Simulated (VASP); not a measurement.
# MgS (P4_12_12) in VASP: density of states with PBE

Aim: the density of states of MgS with PBE.

All numbers are computed with VASP 6.6.1; they aren't measurements. Logs are shortened: lines on timing, memory, paths and dates and some standing lists are left out, and cuts for length are marked.

## 1. The cell of the first run

Symmetry: P4_12_12, No. 92, tetragonal system. The conventional cell has a = 6.968 Å, b = 6.968 Å, c = 3.693 Å, α = 90.00°, β = 90.00°, γ = 90.00°. Mg (site symmetry 2) has 4 S at 2.48 to 2.49 Å within 3.3 Å. Within 3.3 Å of S (site symmetry 2) lie 4 Mg at 2.48 to 2.49 Å.

## 2. Density of states, PBE

POSCAR

```
MgS
1.0
    6.9677028439      0.0000000000      0.0000000000
    0.0000000000      6.9677028439      0.0000000000
    0.0000000000      0.0000000000      3.6930551168
Mg S
4 4
Direct
    0.6640866202      0.6640866202      0.5000000000
    0.1640866202      0.8359133798      0.2500000000
    0.3359133798      0.3359133798      0.0000000000
    0.8359133798      0.1640866202      0.7500000000
    0.8316904125      0.8316904125      0.0000000000
    0.3316904125      0.6683095875      0.7500000000
    0.1683095875      0.1683095875      0.5000000000
    0.6683095875      0.3316904125      0.2500000000
```

INCAR.step1

```
ALGO = Normal
EDIFF = 1E-7
ENCUT = 520
GGA = PE
ISIF = 2
ISMEAR = 0
LASPH = True
LCHARG = True
LREAL = False
LWAVE = False
NBANDS = 26
NELM = 100
PREC = Accurate
SIGMA = 0.02
```

KPOINTS.step1

```
k-points
0
Gamma
  4 4 6
```

INCAR.step2

```
ALGO = Normal
EDIFF = 1E-7
ENCUT = 520
GGA = PE
ICHARG = 11
ISIF = 2
ISMEAR = -5
LASPH = True
LCHARG = False
LORBIT = 10
LREAL = False
LWAVE = False
NEDOS = 2001
NELM = 100
PREC = Accurate
SIGMA = 0.02
```

KPOINTS.step2

```
k-points
0
Gamma
  6 6 9
```

Potentials or basis: VASP PAW PBE potentials, release 64 (Mg, S).

Launch:

```bash
$ cat potpaw_PBE.64/Mg/POTCAR potpaw_PBE.64/S/POTCAR > POTCAR
$ cp INCAR.step1 INCAR
$ cp KPOINTS.step1 KPOINTS
$ mpirun -np 1 vasp_std > vasp.out
$ cp INCAR.step2 INCAR
$ cp KPOINTS.step2 KPOINTS
$ mpirun -np 1 vasp_std > vasp.out
```

OUTCAR:

```text
EDIFF = 1E-7
   ENCUT = 520
   GGA = PE
   ICHARG = 11
   ISIF = 2
   ISMEAR = -5
   LASPH = True
   LORBIT = 10
   LREAL = False
   NELM = 100
   PREC = Accurate

 ion  position               nearest neighbor table
   1  0.664  0.664  0.500-   5 2.48   5 2.48   8 2.49   6 2.49
   2  0.164  0.836  0.250-   6 2.48   6 2.48   7 2.49   5 2.49
   3  0.336  0.336  0.000-   7 2.48   7 2.48   8 2.49   6 2.49
   4  0.836  0.164  0.750-   8 2.48   8 2.48   5 2.49   7 2.49
   5  0.832  0.832  0.000-   1 2.48   1 2.48   4 2.49   2 2.49
   6  0.332  0.668  0.750-   2 2.48   2 2.48   3 2.49   1 2.49
   7  0.168  0.168  0.500-   3 2.48   3 2.48   4 2.49   2 2.49
   8  0.668  0.332  0.250-   4 2.48   4 2.48   1 2.49   3 2.49

  LATTYP: Found a simple tetragonal cell.
 ALAT       =     6.9677028439
 C/A-ratio  =     0.5300247728

  Lattice vectors:

 A1 = (   6.9677028439,   0.0000000000,   0.0000000000)
 A2 = (   0.0000000000,   6.9677028439,   0.0000000000)
 A3 = (   0.0000000000,   0.0000000000,   3.6930551168)

Analysis of symmetry for initial positions (statically):
=====================================================================
 Subroutine PRICEL returns:
 Original cell was already a primitive cell.

 Routine SETGRP: Setting up the symmetry group for a
 simple tetragonal supercell.

 Subroutine GETGRP returns: Found  8 space group operations
 (whereof  2 operations were pure point group operations)
 out of a pool of 16 trial point group operations.

The static configuration has the point symmetry C_2 .
 The point group associated with its full space group is D_4 .

Analysis of symmetry for dynamics (positions and initial velocities):
=====================================================================
 Subroutine PRICEL returns:
 Original cell was already a primitive cell.

 Routine SETGRP: Setting up the symmetry group for a
 simple tetragonal supercell.

 Subroutine GETGRP returns: Found  8 space group operations
 (whereof  2 operations were pure point group operations)
 out of a pool of 16 trial point group operations.

The dynamic configuration has the point symmetry C_2 .
 The point group associated with its full space group is D_4 .

 Subroutine INISYM returns: Found  8 space group operations
 (whereof  2 operations are pure point group operations),
 and found     1 'primitive' translations

----------------------------------------------------------------------------------------

                                     Primitive cell

  volume of cell :     179.2937

  direct lattice vectors                    reciprocal lattice vectors
     6.967702844  0.000000000  0.000000000     0.143519324  0.000000000  0.000000000
     0.000000000  6.967702844  0.000000000     0.000000000  0.143519324  0.000000000
     0.000000000  0.000000000  3.693055117     0.000000000  0.000000000  0.270778520

  length of vectors
     6.967702844  6.967702844  3.693055117     0.143519324  0.143519324  0.270778520

  position of ions in fractional coordinates (direct lattice)
     0.664086620  0.664086620  0.500000000
     0.164086620  0.835913380  0.250000000
     0.335913380  0.335913380  0.000000000
     0.835913380  0.164086620  0.750000000
     0.831690413  0.831690413  0.000000000
     0.331690413  0.668309587  0.750000000
     0.168309587  0.168309587  0.500000000
     0.668309587  0.331690413  0.250000000

  ion indices of the primitive-cell ions
   primitive index   ion index
                 1           1
                 2           2
                 3           3
                 4           4
                 5           5
                 6           6
                 7           7
                 8           8

----------------------------------------------------------------------------------------

 KPOINTS: k-points

Automatic generation of k-mesh.
 Grid dimensions read from file:
 generate k-points for:    6    6    9

 Generating k-lattice:

  Cartesian coordinates                     Fractional coordinates (reciprocal lattice)
     0.023919887  0.000000000  0.000000000     0.166666667  0.000000000  0.000000000
     0.000000000  0.023919887  0.000000000     0.000000000  0.166666667  0.000000000
     0.000000000  0.000000000  0.030086502     0.000000000  0.000000000  0.111111111

  Length of vectors
     0.023919887  0.023919887  0.030086502

  Shift w.r.t. Gamma in fractional coordinates (k-lattice)
     0.000000000  0.000000000  0.000000000

 TETIRR: Found    489 inequivalent tetrahedra from     1944

 Subroutine IBZKPT returns following result:
 ===========================================

 Found     50 irreducible k-points:

 Following reciprocal coordinates:
            Coordinates               Weight
  0.000000  0.000000  0.000000      1.000000
  0.166667  0.000000  0.000000      4.000000
  0.333333  0.000000  0.000000      4.000000
  0.500000  0.000000  0.000000      2.000000
  0.166667  0.166667  0.000000      4.000000
  0.333333  0.166667  0.000000      8.000000
[... 16 lines left out ...]
  0.333333  0.000000  0.222222      8.000000
  0.500000  0.000000  0.222222      4.000000
 [... further k-points ...]
   k-points           NKPTS =     50   k-points in BZ     NKDIM =     50   number of bands    NBANDS=     21
   number of dos      NEDOS =   2001   number of ions     NIONS =      8
   total plane-waves  NPLWV =  81648
   dimension x,y,z NGX =    54 NGY =   54 NGZ =   28
   dimension x,y,z NGXF=   108 NGYF=  108 NGZF=   56
   ions per type =               4   4
   NGX,Y,Z   is equivalent  to a cutoff of  12.88, 12.88, 12.60 a.u.
   NGXF,Y,Z  is equivalent  to a cutoff of  25.77, 25.77, 25.21 a.u.
 SYSTEM =  unknown system
   PREC   = accura    normal or accurate (medium, high low for compatibility)
   ISTART =      0    job   : 0-new  1-cont  2-samecut
   ICHARG =     11    charge: 1-file 2-atom 10-const
   ISPIN  =      1    spin polarized calculation?
   LNONCOLLINEAR =      F non collinear calculations
   LSORBIT =      F    spin-orbit coupling
   LASPH  =      T    aspherical Exc in radial PAW
   ENCUT  =  520.0 eV  38.22 Ry    6.18 a.u.  12.96 12.96  6.87*2*pi/ulx,y,z
   NELM   =    100;   NELMIN=  2; NELMDL=  0     # of ELM steps
   EDIFF  = 0.1E-06   stopping-criterion for ELM
   LREAL  =      F    real-space projection
   EDIFFG = 0.1E-05   stopping-criterion for IOM
   NSW    =      0    number of steps for IOM
   IBRION =     -1    ionic relax: 0-MD 1-quasi-New 2-CG
   NFREE  =      0    steps in history (QN), initial steepest desc. (CG)
   ISIF   =      2    stress and relaxation
   ISYM   =      2    0-nonsym 1-usesym 2-fastsym
   POTIM  = 0.5000    time-step for ionic-motion
   TEBEG  =    0.0;   TEEND  =   0.0 temperature during run
   PSTRESS=    0.0 pullay stress
   NELECT =      32.0000    total number of electrons
   NUPDOWN=      -1.0000    fix difference up-down
   EMIN   =  10.00;   EMAX   =-10.00  energy-range for DOS
   EFERMI =   0.00;   METHOD = LEGACY
   ISMEAR =    -5;   SIGMA  =   0.02  broadening in eV -4-tet -1-fermi 0-gaus
   EFERMI_NEDOS =   21; number of points for ismear=-14 and -15
   IALGO  =     38    algorithm
   IMIX   =      4    mixing-type and parameters
     AMIX     =   0.40;   BMIX     =  1.00
     AMIX_MAG =   1.60;   BMIX_MAG =  1.00
  volume/ion in A,a.u.               =      22.41       151.24
  Fermi-wavevector in a.u.,A,eV,Ry     =   0.921729  1.741815 11.559291  0.849584
  Thomas-Fermi vector in A             =   2.047177
   LORBIT       =     10    0 simple, 1 ext, 2 COOP (PROOUT), +10 PAW based schemes
   GGA     = PE    functional components
   LHFCALC =     F    Hartree Fock is set to
   AEXX    =    0.0000 exact exchange contribution
   IVDW    =     0    specifies the selected vdW correction
   LEPSILON=     F    determine dielectric tensor
   LRPA    =     F    only Hartree local field effects (RPA)
 non-spin polarized calculation
 Fermi weights with tetrahedron method with Bloechl corrections
  energy-cutoff  :      520.00
  volume of cell :      179.29
 maximum number of plane-waves:      4868
 NGX is ok and might be reduce to    54

 number of electron      32.0000002 magnetization

 Free energy of the ion-electron system (eV)
  ---------------------------------------------------
  ext. energy  EPLUGINS =         0.00000000
  ---------------------------------------------------
  free energy    TOTEN  =       -32.94520890 eV

  energy without entropy =      -32.94520890  energy(sigma->0) =      -32.94520890

 E-fermi :   1.6466     XC(G=0):  -8.4451

 val. band max:        1.6456009316   @ k =   0.1667   0.1667   0.0000
 cond. band min:       4.4718183508   @ k =   0.0000   0.0000   0.0000
 fundamental gap:      2.8262174192
 Fermi energy:         1.6465708548

 k-point     1 :       0.0000    0.0000    0.0000
  band No.  band energies     occupation
      1     -10.1470      2.00000
      2      -9.3701      2.00000
      3      -9.3701      2.00000
      4      -9.3097      2.00000
      5      -2.3797      2.00000
      6      -1.1454      2.00000
[... 13 lines left out ...]
     20       7.5008      0.00000
     21       7.8014      0.00000

 k-point     2 :       0.1667    0.0000    0.0000
  band No.  band energies     occupation
      1     -10.1111      2.00000
      2      -9.4885      2.00000
      3      -9.3543      2.00000
      4      -9.2523      2.00000
      5      -2.3374      2.00000
      6      -1.3508      2.00000
[... 520 lines left out ...]
 k-point    24 :       0.5000    0.0000    0.2222
  band No.  band energies     occupation
      1      -9.6407      2.00000
      2      -9.6407      2.00000
      3      -9.1384      2.00000
      4      -9.1384      2.00000
      5      -1.6749      2.00000
      6      -1.6749      2.00000
[... 13 lines left out ...]
     20       6.8510      0.00000
     21       7.8453      0.00000

 [... further k-points ...]

------------------------ aborting loop because EDIFF is reached ----------------------------------------

  FORCE on cell =-STRESS in cart. coord.  units (eV):
  Direction    XX          YY          ZZ          XY          YZ          ZX
  --------------------------------------------------------------------------------------
  -------------------------------------------------------------------------------------
  Total       -0.1919724     -0.1919724     -0.2507438      0.0000000      0.0000000      0.0000000
  in kB       -1.7154748     -1.7154748     -2.2406586      0.0000000      0.0000000      0.0000000
  external PRESSURE =      -1.8905361 kB  Pullay stress =       0.0000000 kB

 VOLUME and BASIS-vectors are now :
 -----------------------------------------------------------------------------
  energy-cutoff  :      520.00
  volume of cell :      179.29
      direct lattice vectors                 reciprocal lattice vectors
     6.967702844  0.000000000  0.000000000     0.143519324  0.000000000  0.000000000
     0.000000000  6.967702844  0.000000000     0.000000000  0.143519324  0.000000000
     0.000000000  0.000000000  3.693055117     0.000000000  0.000000000  0.270778520

 POSITION                                       TOTAL-FORCE (eV/Angst)
 -----------------------------------------------------------------------------------
      4.62716      4.62716      1.84653        -0.001377     -0.001377     -0.000000
      1.14331      5.82440      0.92326        -0.001377      0.001377     -0.000000
      2.34054      2.34054      0.00000         0.001377      0.001377     -0.000000
      5.82440      1.14331      2.76979         0.001377     -0.001377     -0.000000
      5.79497      5.79497      0.00000        -0.002949     -0.002949     -0.000000
      2.31112      4.65658      2.76979        -0.002949      0.002949      0.000000
      1.17273      1.17273      1.84653         0.002949      0.002949     -0.000000
      4.65658      2.31112      0.92326         0.002949     -0.002949      0.000000
 -----------------------------------------------------------------------------------
    total drift:                                0.000000     -0.000000     -0.000000

  FREE ENERGIE OF THE ION-ELECTRON SYSTEM (eV)
  ---------------------------------------------------
  free  energy   TOTEN  =       -32.9452088997 eV

  energy  without entropy=      -32.9452088997  energy(sigma->0) =      -32.94520890

 total charge

# of ion       s       p       d       tot
------------------------------------------
    1        0.157   0.132   0.036   0.325
    2        0.157   0.132   0.036   0.325
    3        0.157   0.132   0.036   0.325
    4        0.157   0.132   0.036   0.325
    5        1.313   2.487   0.000   3.800
    6        1.313   2.487   0.000   3.800
    7        1.313   2.487   0.000   3.800
    8        1.313   2.487   0.000   3.800
--------------------------------------------------
tot          5.881  10.476   0.145  16.502
```

Wall time 4.3 min (1 thread of Intel Xeon Platinum 8259CL at 2.50GHz (Skylake/Cascade Lake), shared host); peak memory 0.34 GiB.

What came out:

| Item | Value |
| --- | --- |
| Valence electrons inside the program's atomic spheres | Mg 0.33; S 3.80 |

Levels at points of the mesh, in eV from the valence-band top:
```csv
k point,band 14,band 15,band 16,band 17,band 18,band 19
"(0.00, 0.00, 0.00)",-0.19,-0.15,-0.02,2.83,4.89,4.89
"(0.50, 0.00, 0.00)",-0.36,-0.13,-0.13,4.29,4.29,4.83
"(0.50, 0.50, 0.00)",-0.23,-0.12,-0.12,4.29,4.29,4.68
```
